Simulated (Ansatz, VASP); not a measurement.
Two plane-wave programs on B2P3

File INCAR:

```
PREC = Accurate ; ENCUT = 600
EDIFF = 1E-7 ; ISMEAR = 0
SIGMA = 0.1 ; LREAL = False
LASPH = True ; NELM = 80
ALGO = Normal ; ISIF = 3
LWAVE = False ; LCHARG = False
GGA = PE ; IBRION = 2
NSW = 100 ; EDIFFG = -0.01
```

Contents of KPOINTS:

```
regular mesh
0
Gamma
  10 10 8
```

File POSCAR:

```
B2P3
1.0
    2.2780396032     -4.5246271646      0.0000000000
    2.2780396032      4.5246271646      0.0000000000
    0.0000000000      0.0000000000      5.0557815518
B P
2 3
Direct
    0.0000000000      0.0000000000      0.3482497445
    0.0000000000      0.0000000000      0.6517502555
    0.0000000000      0.0000000000      0.0000000000
    0.0000000000      0.5000000000      0.0000000000
    0.5000000000      0.0000000000      0.0000000000
```

Input for Ansatz:

```yaml
crystal:
  lattice:
    - [2.2780396032, -4.5246271646, 0.0]
    - [2.2780396032, 4.5246271646, 0.0]
    - [0.0, 0.0, 5.0557815518]
  atoms:
    - { symbol: B, position: [0.0, 0.0, 0.3482497445] }
    - { symbol: B, position: [0.0, 0.0, 0.6517502555] }
    - { symbol: P, position: [0.0, 0.0, 0.0] }
    - { symbol: P, position: [0.0, 0.5, 0.0] }
    - { symbol: P, position: [0.5, 0.0, 0.0] }
basis:
  ecutwfc: 420
kpoints:
  mp_grid: { grid: [10, 10, 8] }
hamiltonian:
  xc: pbe
scf:
  occupations: { method: gaussian, width: 0.1 }
output:
  forces: true
  stress: true
  eigenvalues: true
relax:
  adjacent_minimum: "off"
  f_tol: 0.01
  max_steps: 80
  cell: { stress_tol: 0.05 }
```

Alike in both runs: task relaxation of cell and atoms; functional PBE; k mesh 10 × 10 × 8; occupations gaussian, width 0.1 eV; no spin polarisation.

```csv
,VASP,Ansatz
version,VASP 6.6.1,Ansatz 0.2.0
potentials or method,"VASP PAW PBE potentials, release 64 (B, P), cutoff 600 eV","scalar-relativistic, plane waves, PAW"
valence electrons in the cell,21,21
```

|  | VASP | Ansatz | Ansatz less VASP |
| --- | --- | --- | --- |
| gap on the k mesh at the Fermi level, each at its own relaxed structure (eV) | none | none | - |
| relaxed volume (Å³/atom) | 21.11 | 21.17 | +0.061 |
| relaxed cell length with the largest relative difference (Å) | 5.229 | 5.236 | +0.0069 |

A gap of «none» marks a metal or a gap that the smearing closes.
